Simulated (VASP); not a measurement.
# Pd (Fm-3m) in VASP: settings compared

Aim: see how the results for Pd move with the level of theory and the settings. Levels: PBE, RPBE. Tasks: single point.

All numbers are computed with VASP 6.6.1; they aren't measurements. Logs are shortened: lines on timing, memory, paths and dates and some standing lists are left out, and cuts for length are marked.

## (1) The cell of the first run

It takes space group Fm-3m (No. 225, cubic). Conventional cell: a = 3.893 Å, b = 3.893 Å, c = 3.893 Å, α = 90.00°, β = 90.00°, γ = 90.00°. Within 3.6 Å of Pd (site symmetry m-3m) lie 12 Pd at 2.75 Å.

## (2) Single point, PBE

File INCAR:

```
SYSTEM = Pd
PREC     = Accurate       ! precision mode
ENCUT    = 520            ! plane-wave cutoff, eV
EDIFF    = 1E-7           ! SCF threshold, eV
ISMEAR   = 0              ! smearing method
SIGMA    = 0.024          ! smearing width, eV
LREAL    = .False.        ! projectors in reciprocal space
LASPH    = .True.         ! aspherical terms in the spheres
NELM     = 100            ! most SCF steps
ALGO     = Fast           ! electronic algorithm
ISIF     = 2              ! what is computed and relaxed
LWAVE    = .False.        ! write WAVECAR
LCHARG   = .False.        ! write CHGCAR
GGA      = PE             ! functional
NBANDS   = 11             ! bands
```

File KPOINTS:

```
Automatic mesh
0
Gamma
  12 12 12
  0 0 0
```

File POSCAR:

```
Pd
1.0
    0.0000000000      1.9465000000      1.9465000000
    1.9465000000      0.0000000000      1.9465000000
    1.9465000000      1.9465000000      0.0000000000
Pd
1
Direct
    0.0000000000      0.0000000000      0.0000000000
```

Potentials or basis: VASP PAW PBE potentials, release 64 (Pd).

The run is started by

```sh
cat potpaw_PBE.64/Pd/POTCAR > POTCAR
mpirun -np 1 vasp_std > vasp.out
```

OUTCAR:

```text
SYSTEM = Pd
   PREC = Accurate
   ENCUT = 520
   EDIFF = 1E-7
   ISMEAR = 0
   LREAL = .False.
   LASPH = .True.
   NELM = 100
   ISIF = 2
   GGA = PE

 ion  position               nearest neighbor table
   1  0.000  0.000  0.000-

  LATTYP: Found a face centered cubic cell.
 ALAT       =     3.8930000000

  Lattice vectors:

 A1 = (   0.0000000000,   1.9465000000,   1.9465000000)
 A2 = (   1.9465000000,   0.0000000000,   1.9465000000)
 A3 = (   1.9465000000,   1.9465000000,   0.0000000000)

Analysis of symmetry for initial positions (statically):
=====================================================================
 Subroutine PRICEL returns:
 Original cell was already a primitive cell.

 Routine SETGRP: Setting up the symmetry group for a
 face centered cubic supercell.

 Subroutine GETGRP returns: Found 48 space group operations
 (whereof 48 operations were pure point group operations)
 out of a pool of 48 trial point group operations.

The static configuration has the point symmetry O_h .

Analysis of symmetry for dynamics (positions and initial velocities):
=====================================================================
 Subroutine PRICEL returns:
 Original cell was already a primitive cell.

 Routine SETGRP: Setting up the symmetry group for a
 face centered cubic supercell.

 Subroutine GETGRP returns: Found 48 space group operations
 (whereof 48 operations were pure point group operations)
 out of a pool of 48 trial point group operations.

The dynamic configuration has the point symmetry O_h .

 Subroutine INISYM returns: Found 48 space group operations
 (whereof 48 operations are pure point group operations),
 and found     1 'primitive' translations

----------------------------------------------------------------------------------------

                                     Primitive cell

  volume of cell :      14.7500

  direct lattice vectors                    reciprocal lattice vectors
     0.000000000  1.946500000  1.946500000    -0.256871307  0.256871307  0.256871307
     1.946500000  0.000000000  1.946500000     0.256871307 -0.256871307  0.256871307
     1.946500000  1.946500000  0.000000000     0.256871307  0.256871307 -0.256871307

  length of vectors
     2.752766699  2.752766699  2.752766699     0.444914156  0.444914156  0.444914156

  position of ions in fractional coordinates (direct lattice)
     0.000000000  0.000000000  0.000000000

  ion indices of the primitive-cell ions
   primitive index   ion index
[... 81 lines left out ...]
   POTIM  = 0.5000    time-step for ionic-motion
   TEBEG  =    0.0;   TEEND  =   0.0 temperature during run
   PSTRESS=    0.0 pullay stress
   NELECT =      10.0000    total number of electrons
   NUPDOWN=      -1.0000    fix difference up-down
   EMIN   =  10.00;   EMAX   =-10.00  energy-range for DOS
   EFERMI =   0.00;   METHOD = LEGACY
   ISMEAR =     0;   SIGMA  =   0.02  broadening in eV -4-tet -1-fermi 0-gaus
   EFERMI_NEDOS =   21; number of points for ismear=-14 and -15
   IALGO  =     68    algorithm
   IMIX   =      4    mixing-type and parameters
     AMIX     =   0.40;   BMIX     =  1.00
     AMIX_MAG =   1.60;   BMIX_MAG =  1.00
  volume/ion in A,a.u.               =      14.75        99.54
  Fermi-wavevector in a.u.,A,eV,Ry     =   1.438171  2.717748 28.141404  2.068335
  Thomas-Fermi vector in A             =   2.557167
   LORBIT       =      0    0 simple, 1 ext, 2 COOP (PROOUT), +10 PAW based schemes
   GGA     = PE    functional components
   LHFCALC =     F    Hartree Fock is set to
   AEXX    =    0.0000 exact exchange contribution
   IVDW    =     0    specifies the selected vdW correction
   LEPSILON=     F    determine dielectric tensor
   LRPA    =     F    only Hartree local field effects (RPA)
 non-spin polarized calculation
 RMM-DIIS sequential band-by-band and
 Gauss-broadening in eV      SIGMA  =   0.02
  energy-cutoff  :      520.00
  volume of cell :       14.75
 maximum number of plane-waves:       415
   NGX = 11   NGY = 11   NGZ = 11

 number of electron      10.0000000 magnetization

 number of electron       9.9999999 magnetization

 Free energy of the ion-electron system (eV)
  ---------------------------------------------------
  ext. energy  EPLUGINS =         0.00000000
  ---------------------------------------------------
  free energy    TOTEN  =        -5.20819355 eV

  energy without entropy =       -5.20644795  energy(sigma->0) =       -5.20732075

 E-fermi :   9.7472     XC(G=0): -13.1863

 val. band max:        9.7467957727   @ k =  -0.4167   0.3333   0.0833
 cond. band min:       9.7482180813   @ k =   0.5000   0.0000   0.0000
 fundamental gap:      0.0014223086
 Fermi energy:         9.7472108774

 k-point     1 :       0.0000    0.0000    0.0000
  band No.  band energies     occupation
      1       2.6435      2.00000
      2       6.9355      2.00000
      3       6.9355      2.00000
      4       6.9355      2.00000
      5       8.5478      2.00000
      6       8.5478      2.00000
      7      26.9749      0.00000
      8      31.7554      0.00000
      9      31.7554      0.00000
     10      31.7554      0.00000
     11      37.0112      0.00000
[... 309 lines left out ...]
 k-point    24 :      -0.4167    0.1667    0.0000
  band No.  band energies     occupation
      1       5.0920      2.00000
      2       6.4622      2.00000
      3       7.4264      2.00000
      4       7.8481      2.00000
      5       9.5222      2.00000
      6      13.4001      0.00000
      7      17.3724      0.00000
      8      25.6203      0.00000
      9      28.6580      0.00000
     10      29.6808      0.00000
     11      37.6352      0.00000

 [... further k-points ...]

------------------------ aborting loop because EDIFF is reached ----------------------------------------

  FORCE on cell =-STRESS in cart. coord.  units (eV):
  Direction    XX          YY          ZZ          XY          YZ          ZX
  --------------------------------------------------------------------------------------
  -------------------------------------------------------------------------------------
  Total        0.6006228      0.6006228      0.6006228     -0.0000000     -0.0000000      0.0000000
  in kB       65.2407828     65.2407828     65.2407828     -0.0000000     -0.0000000      0.0000000
  external PRESSURE =      65.2407828 kB  Pullay stress =       0.0000000 kB

 VOLUME and BASIS-vectors are now :
 -----------------------------------------------------------------------------
  energy-cutoff  :      520.00
  volume of cell :       14.75
      direct lattice vectors                 reciprocal lattice vectors
     0.000000000  1.946500000  1.946500000    -0.256871307  0.256871307  0.256871307
     1.946500000  0.000000000  1.946500000     0.256871307 -0.256871307  0.256871307
     1.946500000  1.946500000  0.000000000     0.256871307  0.256871307 -0.256871307

 POSITION                                       TOTAL-FORCE (eV/Angst)
 -----------------------------------------------------------------------------------
      0.00000      0.00000      0.00000         0.000000      0.000000     -0.000000
 -----------------------------------------------------------------------------------
    total drift:                               -0.000000     -0.000000     -0.000000

  FREE ENERGIE OF THE ION-ELECTRON SYSTEM (eV)
  ---------------------------------------------------
  free  energy   TOTEN  =        -5.2081935548 eV

  energy  without entropy=       -5.2064479520  energy(sigma->0) =       -5.20732075
```

It took 26 s on 1 thread of AMD EPYC 7R13, shared host; peak memory 0.1 GiB.

Results:

```
Free energy            : -5.2082 eV
Pressure               : 6.5 GPa
Band gap on the k mesh : zero (band 5 reaches 10.06 eV, above the bottom of band 6 at 8.48 eV)
```

Levels at points of the mesh, in eV from the Fermi level:
| k point | band 2 | band 3 | band 4 | band 5 | band 6 | band 7 | band 8 | band 9 |
| --- | --- | --- | --- | --- | --- | --- | --- | --- |
| (0.00, 0.00, 0.00) | -2.81 | -2.81 | -2.81 | -1.20 | -1.20 | 17.23 | 22.01 | 22.01 |
| (0.50, 0.00, 0.00) | -2.86 | -2.86 | 0.00 | 0.00 | 1.05 | 7.35 | 16.59 | 21.14 |
| (0.50, 0.50, 0.00) | -5.08 | -0.03 | 0.31 | 0.31 | 3.38 | 10.81 | 13.25 | 13.25 |

## (3) Single point, RPBE

This run uses another cell than the first one, of 15.76 Å³/atom, 1.068 times its volume.

File INCAR:

```
SYSTEM = Pd
ALGO = Normal ; EDIFF = 1E-6
ENCUT = 520 ; GGA = RP
ISIF = 2 ; ISMEAR = -1
LASPH = .True. ; LCHARG = .True.
LELF = .True. ; LREAL = .False.
LVHAR = .True. ; LWAVE = .False.
NBANDS = 11 ; NELM = 80
PREC = Accurate ; SIGMA = 0.05
```

File KPOINTS:

```
k-points
0
Gamma
  12 12 12
  0 0 0
```

File POSCAR:

```
Pd
1.0
    0.0000000000      1.9897873681      1.9897873681
    1.9897873681      0.0000000000      1.9897873681
    1.9897873681      1.9897873681      0.0000000000
Pd
1
Direct
    0.0000000000      0.0000000000      0.0000000000
```

Potentials or basis: VASP PAW PBE potentials, release 64 (Pd).

The run is started by

```sh
cat potpaw_PBE.64/Pd/POTCAR > POTCAR
mpirun -np 1 vasp_std > vasp.out
```

OUTCAR:

```text
SYSTEM = Pd
   EDIFF = 1E-6
   ENCUT = 520
   GGA = RP
   ISIF = 2
   ISMEAR = -1
   LASPH = .True.
   LREAL = .False.
   NELM = 80
   PREC = Accurate

 ion  position               nearest neighbor table
   1  0.000  0.000  0.000-

  LATTYP: Found a face centered cubic cell.
 ALAT       =     3.9795747362

  Lattice vectors:

 A1 = (   0.0000000000,   1.9897873681,   1.9897873681)
 A2 = (   1.9897873681,   0.0000000000,   1.9897873681)
 A3 = (   1.9897873681,   1.9897873681,   0.0000000000)

Analysis of symmetry for initial positions (statically):
[... 33 lines left out ...]
                                     Primitive cell

  volume of cell :      15.7561

  direct lattice vectors                    reciprocal lattice vectors
     0.000000000  1.989787368  1.989787368    -0.251283131  0.251283131  0.251283131
     1.989787368  0.000000000  1.989787368     0.251283131 -0.251283131  0.251283131
     1.989787368  1.989787368  0.000000000     0.251283131  0.251283131 -0.251283131

  length of vectors
     2.813984282  2.813984282  2.813984282     0.435235150  0.435235150  0.435235150

  position of ions in fractional coordinates (direct lattice)
     0.000000000  0.000000000  0.000000000

  ion indices of the primitive-cell ions
   primitive index   ion index
                 1           1

----------------------------------------------------------------------------------------

 KPOINTS: k-points

Automatic generation of k-mesh.
 Grid dimensions read from file:
 generate k-points for:   12   12   12

 Generating k-lattice:

  Cartesian coordinates                     Fractional coordinates (reciprocal lattice)
    -0.020940261  0.020940261  0.020940261     0.083333333  0.000000000  0.000000000
     0.020940261 -0.020940261  0.020940261     0.000000000  0.083333333  0.000000000
     0.020940261  0.020940261 -0.020940261     0.000000000  0.000000000  0.083333333

  Length of vectors
     0.036269596  0.036269596  0.036269596

  Shift w.r.t. Gamma in fractional coordinates (k-lattice)
[... 69 lines left out ...]
   IALGO  =     38    algorithm
   IMIX   =      4    mixing-type and parameters
     AMIX     =   0.40;   BMIX     =  1.00
     AMIX_MAG =   1.60;   BMIX_MAG =  1.00
  volume/ion in A,a.u.               =      15.76       106.33
  Fermi-wavevector in a.u.,A,eV,Ry     =   1.406884  2.658624 26.930303  1.979321
  Thomas-Fermi vector in A             =   2.529199
   LORBIT       =      0    0 simple, 1 ext, 2 COOP (PROOUT), +10 PAW based schemes
   GGA     = RP    functional components
   LHFCALC =     F    Hartree Fock is set to
   AEXX    =    0.0000 exact exchange contribution
   IVDW    =     0    specifies the selected vdW correction
   LEPSILON=     F    determine dielectric tensor
   LRPA    =     F    only Hartree local field effects (RPA)
 non-spin polarized calculation
  energy-cutoff  :      520.00
  volume of cell :       15.76
 maximum number of plane-waves:       444
 NGX is ok and might be reduce to    24
   NGX = 11   NGY = 11   NGZ = 11

 number of electron      10.0000001 magnetization

 Free energy of the ion-electron system (eV)
  ---------------------------------------------------
  ext. energy  EPLUGINS =         0.00000000
  ---------------------------------------------------
  free energy    TOTEN  =        -4.63977083 eV

  energy without entropy =       -4.61853448  energy(sigma->0) =       -4.62915266

 E-fermi :   8.7842     XC(G=0): -12.6669

 val. band max:        8.7831461978   @ k =  -0.3333   0.4167   0.0833
 cond. band min:       8.7841956442   @ k =   0.5000   0.4167   0.0833
 fundamental gap:      0.0010494464
 Fermi energy:         8.7841753219

 k-point     1 :       0.0000    0.0000    0.0000
  band No.  band energies     occupation
      1       2.2225      2.00000
      2       6.2625      2.00000
      3       6.2625      2.00000
      4       6.2625      2.00000
      5       7.6984      2.00000
      6       7.6984      2.00000
      7      25.9543      0.00000
      8      30.3902      0.00000
      9      30.3902      0.00000
     10      30.3902      0.00000
     11      35.1392      0.00000
[... 309 lines left out ...]
 k-point    24 :      -0.4167    0.1667    0.0000
  band No.  band energies     occupation
      1       4.5909      2.00000
      2       5.8466      2.00000
      3       6.7064      2.00000
      4       7.1081      2.00000
      5       8.5743      1.97041
      6      12.3337      0.00000
      7      15.9744      0.00000
      8      24.1925      0.00000
      9      27.2690      0.00000
     10      28.0362      0.00000
     11      35.4924      0.00000

 [... further k-points ...]
[... 5 lines left out ...]
  --------------------------------------------------------------------------------------
  -------------------------------------------------------------------------------------
  Total       -0.0262884     -0.0262884     -0.0262884      0.0000000      0.0000000      0.0000000
  in kB       -2.6731553     -2.6731553     -2.6731553      0.0000000      0.0000000      0.0000000
  external PRESSURE =      -2.6731553 kB  Pullay stress =       0.0000000 kB

 VOLUME and BASIS-vectors are now :
 -----------------------------------------------------------------------------
  energy-cutoff  :      520.00
  volume of cell :       15.76
      direct lattice vectors                 reciprocal lattice vectors
     0.000000000  1.989787368  1.989787368    -0.251283131  0.251283131  0.251283131
     1.989787368  0.000000000  1.989787368     0.251283131 -0.251283131  0.251283131
     1.989787368  1.989787368  0.000000000     0.251283131  0.251283131 -0.251283131

 POSITION                                       TOTAL-FORCE (eV/Angst)
 -----------------------------------------------------------------------------------
      0.00000      0.00000      0.00000        -0.000000      0.000000      0.000000
 -----------------------------------------------------------------------------------
    total drift:                               -0.000000     -0.000000     -0.000000

  FREE ENERGIE OF THE ION-ELECTRON SYSTEM (eV)
  ---------------------------------------------------
  free  energy   TOTEN  =        -4.6397708263 eV

  energy  without entropy=       -4.6185344838  energy(sigma->0) =       -4.62915266
```

stdout:

```text
POSCAR found type information on POSCAR Pd
 POSCAR found :  1 types and       1 ions
 scaLAPACK will be used
 -----------------------------------------------------------------------------
|                                                                             |
|                                                                             |
|     You enforced a specific xc type in the INCAR file but a different       |
|     I HOPE YOU KNOW WHAT YOU ARE DOING!                                     |
|                                                                             |
 -----------------------------------------------------------------------------

 LDA part: xc-table for (Slater+PW92), standard interpolation
 POSCAR, INCAR and KPOINTS ok, starting setup
 FFT: planning ... GRIDC
 FFT: planning ... GRID_SOFT
 FFT: planning ... GRID
 WAVECAR not read
 entering main loop
```

Wall time 23 s (1 thread of AMD EPYC 7R13, shared host); peak memory 0.11 GiB.

Results:

```
Free energy            : -4.6398 eV
Pressure               : -0.3 GPa
Band gap on the k mesh : zero (band 5 reaches 9.05 eV, above the bottom of band 6 at 7.64 eV)
```

Caveat: the PAW data sets were made with another functional, which shifts forces and pressure a little.

## (4) Single point, PBE

This run uses another cell than the first one, of 13.96 Å³/atom, 0.946 times its volume.

File INCAR:

```
PREC = Accurate
ENCUT = 520
EDIFF = 1E-6
ISMEAR = -1
SIGMA = 0.05
LREAL = False
LASPH = True
NELM = 60
ALGO = Normal
ISIF = 2
LWAVE = False
LCHARG = True
GGA = PE
LELF = True
LVHAR = True
NBANDS = 11
```

File KPOINTS:

```
Automatic mesh
0
Gamma
  12 12 12
```

File POSCAR:

```
Pd
1.0
    0.0000000000      1.9109028389      1.9109028389
    1.9109028389      0.0000000000      1.9109028389
    1.9109028389      1.9109028389      0.0000000000
Pd
1
Direct
    0.0000000000      0.0000000000      0.0000000000
```

The run is started by

```sh
cat potpaw_PBE.64/Pd/POTCAR > POTCAR
mpirun -np 1 vasp_std > vasp.out
```

Wall time 7.9 s (1 thread of Intel Xeon 6975P-C, shared host); peak memory 0.13 GiB.

The run converged. Its results:

```yaml
Free_energy: -5.1559 eV
Pressure: 19.6 GPa
Band_gap_on_the_k_mesh: zero (band 5 reaches 11.06 eV, above the bottom of band 6 at 9.32 eV)
```

Levels at points of the mesh, in eV from the Fermi level:
```tsv
k point	band 3	band 4	band 5	band 6	band 7	band 8
(0.00, 0.00, 0.00)	-3.08	-3.08	-1.32	-1.32	17.24	22.34
(0.50, 0.00, 0.00)	-3.14	0.00	0.00	0.93	7.81	16.62
(0.50, 0.50, 0.00)	-0.03	0.35	0.35	3.38	11.40	13.55
```

## (5) Overview

```tsv
level	cell	smearing	gap on the mesh (eV)	pressure (GPa)
PBE	a = 2.753 Å, angles 60.0°, 1 atom	gaussian 0.024 eV	none	6.5
RPBE	a = 2.814 Å, angles 60.0°, 1 atom	fermi-dirac 0.05 eV	none	-0.3
PBE	a = 2.702 Å, angles 60.0°, 1 atom	fermi-dirac 0.05 eV	none	19.6
```

Alike in all rows: task single point; potentials or basis VASP PAW PBE potentials, release 64 (Pd); no spin polarisation; k mesh 12 × 12 × 12; cutoff (eV) 520.

Caveats: the PAW data sets were made with another functional, which shifts forces and pressure a little (some runs).

Absolute energies hang on the potentials; compare differences alone.
